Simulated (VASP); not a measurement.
# Si4Cl in VASP: single point with PBE+D3(BJ)

Aim: the single point of Si4Cl with PBE+D3(BJ).

Everything below comes from runs of VASP 6.6.1. Logs are shortened: lines on timing, memory, paths and dates and some standing lists are left out, and cuts for length are marked.

## Step 1: The cell of the first run

The cell holds a slab with vacuum, 5 atoms: a = 3.833 Å, b = 3.833 Å, c = 20.908 Å, α = 90.00°, β = 90.00°, γ = 120.00°.

## Step 2: Single point, PBE+D3(BJ), collinear spin, ferromagnetic start

INCAR reads:

```
SYSTEM = Si4Cl
PREC = Accurate
ENCUT = 400
EDIFF = 1E-6
ISMEAR = 0
SIGMA = 0.05
LREAL = .FALSE.
LASPH = .TRUE.
NELM = 200
ALGO = Normal
ISIF = 2
LWAVE = .FALSE.
LCHARG = .TRUE.
ISPIN = 2
MAGMOM = 0 0 0 0 1
LORBIT = 11
LDIPOL = .TRUE.
IDIPOL = 3
DIPOL = 0.5 0.5 0.326
GGA = PE
IVDW = 12
LELF = .TRUE.
LVHAR = .TRUE.
LVACPOTAV = .TRUE.
NBANDS = 24
GGA_COMPAT = .FALSE.
NELMDL = -8
```

KPOINTS reads:

```
Automatic mesh
0
G
  9 9 1
  0 0 0
```

POSCAR reads:

```
Si4Cl
1.0
    3.8333442755      0.0000000000      0.0000000000
   -1.9166721377      3.3197735240      0.0000000000
    0.0000000000      0.0000000000     20.9083831947
Si Cl
4 1
Direct
    0.3333333333      0.6666666667      0.1913108232
    0.0000000000      0.0000000000      0.2287349567
    0.0000000000      0.0000000000      0.3468742304
    0.6666666667      0.3333333333      0.3782398247
    1.1666666667      0.6666666667      0.4834607775
```

Potentials or basis: VASP PAW PBE potentials, release 64 (Si, Cl).

The run is started by

```sh
cat potpaw_PBE.64/Si/POTCAR potpaw_PBE.64/Cl/POTCAR > POTCAR
mpirun -np 1 vasp_std > vasp.out
```

OUTCAR:

```text
SYSTEM = Si4Cl
   PREC = Accurate
   ENCUT = 400
   EDIFF = 1E-6
   ISMEAR = 0
   LREAL = .FALSE.
   LASPH = .TRUE.
   NELM = 200
   ISIF = 2
   ISPIN = 2
   LORBIT = 11
   GGA = PE
   IVDW = 12
   NELMDL = -8
 IVDW          = 12

 ion  position               nearest neighbor table
   1  0.333  0.667  0.191-   2 2.35   2 2.35   2 2.35
   2  0.000  0.000  0.229-   1 2.35   1 2.35   1 2.35   3 2.47
   3  0.000  0.000  0.347-   4 2.31   4 2.31   4 2.31   2 2.47
   4  0.667  0.333  0.378-   3 2.31   3 2.31   3 2.31   5 2.77
   5  0.167  0.667  0.483-   4 2.77

  LATTYP: Found a hexagonal cell.
 ALAT       =     3.8333442755
 C/A-ratio  =     5.4543452641

  Lattice vectors:

 A1 = (   3.8333442755,   0.0000000000,   0.0000000000)
 A2 = (  -1.9166721377,   3.3197735240,   0.0000000000)
 A3 = (   0.0000000000,   0.0000000000,  20.9083831947)

Analysis of symmetry for initial positions (statically):
=====================================================================
 Subroutine PRICEL returns:
 Original cell was already a primitive cell.

 Routine SETGRP: Setting up the symmetry group for a
 hexagonal supercell.

 Subroutine GETGRP returns: Found  1 space group operations
 (whereof  1 operations were pure point group operations)
 out of a pool of 24 trial point group operations.

The static configuration has the point symmetry C_1 .

Analysis of symmetry for dynamics (positions and initial velocities):
=====================================================================
 Subroutine PRICEL returns:
 Original cell was already a primitive cell.

 Routine SETGRP: Setting up the symmetry group for a
 hexagonal supercell.

 Subroutine GETGRP returns: Found  1 space group operations
 (whereof  1 operations were pure point group operations)
 out of a pool of 24 trial point group operations.

The dynamic configuration has the point symmetry C_1 .

Analysis of structural, dynamic, and magnetic symmetry:
=====================================================================
 Subroutine PRICEL returns:
 Original cell was already a primitive cell.

 Routine SETGRP: Setting up the symmetry group for a
 hexagonal supercell.

 Subroutine GETGRP returns: Found  1 space group operations
 (whereof  1 operations were pure point group operations)
 out of a pool of 24 trial point group operations.
[... 138 lines left out ...]
 spin polarized calculation
 Gauss-broadening in eV      SIGMA  =   0.05
  energy-cutoff  :      400.00
  volume of cell :      266.08
 maximum number of plane-waves:      4881
 NGX is ok and might be reduce to    28
   NGX = 13   NGY = 13   NGZ = 69

 dipolmoment           0.000000      0.000000     -0.062535 electrons x Angstroem

 number of electron      22.9999999 magnetization       0.9393654

 dipolmoment           0.000000      0.000000      0.184737 electrons x Angstroem

 Free energy of the ion-electron system (eV)
  ---------------------------------------------------
  ext. energy  EPLUGINS =         0.00000000
  ---------------------------------------------------
  free energy    TOTEN  =       -22.16760195 eV

  energy without entropy =      -22.16550206  energy(sigma->0) =      -22.16655200

 E-fermi :  -1.9626     XC(G=0):  -4.2741

 val. band max:       -1.9714044037   @ k =   0.2222   0.1111   0.0000
 cond. band min:      -1.9594497479   @ k =   0.3333  -0.1111   0.0000
 fundamental gap:      0.0119546559
 Fermi energy:        -1.9626490146

 spin component 1

 k-point     1 :       0.0000    0.0000    0.0000
  band No.  band energies     occupation
      1     -15.6102      1.00000
      2     -13.2328      1.00000
      3     -12.1186      1.00000
      4      -7.0883      1.00000
      5      -4.3928      1.00000
      6      -3.1340      1.00000
[... 613 lines left out ...]
     22       5.7789      0.00000
     23       6.2039      0.00000

 [... further k-points ...]

 spin component 2

 k-point     1 :       0.0000    0.0000    0.0000
  band No.  band energies     occupation
      1     -15.5061      1.00000
      2     -13.0924      1.00000
      3     -11.9650      1.00000
      4      -6.7885      1.00000
      5      -4.0913      1.00000
      6      -3.0428      1.00000
[... 613 lines left out ...]
     22       5.9922      0.00000
     23       6.4709      0.00000

 [... further k-points ...]

 [bands above 23 left out]

------------------------ aborting loop because EDIFF is reached ----------------------------------------

 Edisp (eV)   -1.19609

 E8    (eV) :    -0.5053

  FORCE on cell =-STRESS in cart. coord.  units (eV):
  Direction    XX          YY          ZZ          XY          YZ          ZX
  --------------------------------------------------------------------------------------
  -------------------------------------------------------------------------------------
  Total      -0.15992    -0.20034    -4.69057    -0.90299    -0.94326    -1.09836
  in kB      -0.96299    -1.20633   -28.24423    -5.43737    -5.67983    -6.61377
  external pressure =      -10.14 kB  Pullay stress =        0.00 kB

 VOLUME and BASIS-vectors are now :
 -----------------------------------------------------------------------------
  energy-cutoff  :      400.00
  volume of cell :      266.08
      direct lattice vectors                 reciprocal lattice vectors
     3.833344276  0.000000000  0.000000000     0.260868821  0.150612684  0.000000000
    -1.916672138  3.319773524  0.000000000     0.000000000  0.301225368  0.000000000
     0.000000000  0.000000000 20.908383195     0.000000000  0.000000000  0.047827706

 POSITION                                       TOTAL-FORCE (eV/Angst)
 -----------------------------------------------------------------------------------
     -0.00000      2.21318      4.00000         0.001371      0.006076      0.480214
      0.00000      0.00000      4.78248         0.005950      0.050020     -0.034435
      0.00000      0.00000      7.25258        -0.089298     -0.054815     -0.482546
      1.91667      1.10659      7.90838         0.596753      0.362203      1.499011
     -0.63889      2.21318     10.10838        -0.514776     -0.363485     -1.462245
 -----------------------------------------------------------------------------------
    total drift:                               -0.000145     -0.000221     -0.000083

  FREE ENERGIE OF THE ION-ELECTRON SYSTEM (eV)
  ---------------------------------------------------
  free  energy   TOTEN  =       -23.3636965259 eV

  energy  without entropy=      -23.3615966435  energy(sigma->0) =      -23.36264658

 vacuum level on the upper side and lower side of the slab         5.488         2.861

 total charge

# of ion       s       p       d       tot
------------------------------------------
    1        0.794   0.855   0.000   1.649
    2        0.760   0.904   0.000   1.664
    3        0.771   0.918   0.000   1.689
    4        0.779   0.812   0.000   1.590
    5        1.615   3.383   0.000   4.998
--------------------------------------------------
tot          4.718   6.872   0.000  11.590

 magnetization (x)

# of ion       s       p       d       tot
------------------------------------------
    1        0.033   0.171   0.000   0.203
    2        0.002   0.011   0.000   0.013
    3        0.006   0.043   0.000   0.049
    4        0.010   0.016   0.000   0.026
    5        0.002   0.081   0.000   0.083
--------------------------------------------------
tot          0.053   0.321   0.000   0.374
```

OSZICAR:

```text
N       E                     dE             d eps       ncg     rms          rms(c)
DAV:   1     0.983430542900E+02    0.98343E+02   -0.66757E+03  3936   0.573E+02
DAV:   2    -0.105471881105E+02   -0.10889E+03   -0.10487E+03  5648   0.125E+02
DAV:   3    -0.223602300919E+02   -0.11813E+02   -0.11538E+02  5152   0.387E+01
[... 26 lines left out ...]
DAV:  30    -0.221675893909E+02   -0.18076E-04   -0.21724E-06  4048   0.615E-03    0.164E-03
DAV:  31    -0.221675951115E+02   -0.57206E-05   -0.47719E-07  4552   0.344E-03    0.113E-03
DAV:  32    -0.221675994454E+02   -0.43339E-05   -0.26071E-07  4096   0.220E-03    0.521E-04
DAV:  33    -0.221676015251E+02   -0.20797E-05   -0.15909E-07  4240   0.158E-03    0.353E-04
DAV:  34    -0.221676019450E+02   -0.41993E-06   -0.60568E-08  3760   0.939E-04
   1 F= -.23363697E+02 E0= -.23362647E+02  d E =-.209988E-02  mag=     0.9394
```

Run time: 14 min. Hardware: 1 thread of AMD EPYC 9R45 (Zen 5), shared host; peak memory 0.52 GiB.

What came out:

```
Free energy                                           : -23.3637 eV
Largest force                                         : 1.654 eV/Å
Net moment                                            : 0.94 μB per cell
Site moments                                          : Si +0.20, +0.01, +0.05, +0.03; Cl +0.08 μB
Valence electrons inside the program's atomic spheres : Si 1.65, 1.66, 1.69, 1.59; Cl 5.00
Dispersion energy per atom                            : -0.239 eV
```

Forces in eV/Å, atoms in the order of the input:
```
Si   0.001  0.006  0.480
Si   0.006  0.050 -0.034
Si  -0.089 -0.055 -0.483
Si   0.597  0.362  1.499
Cl  -0.515 -0.363 -1.462
```
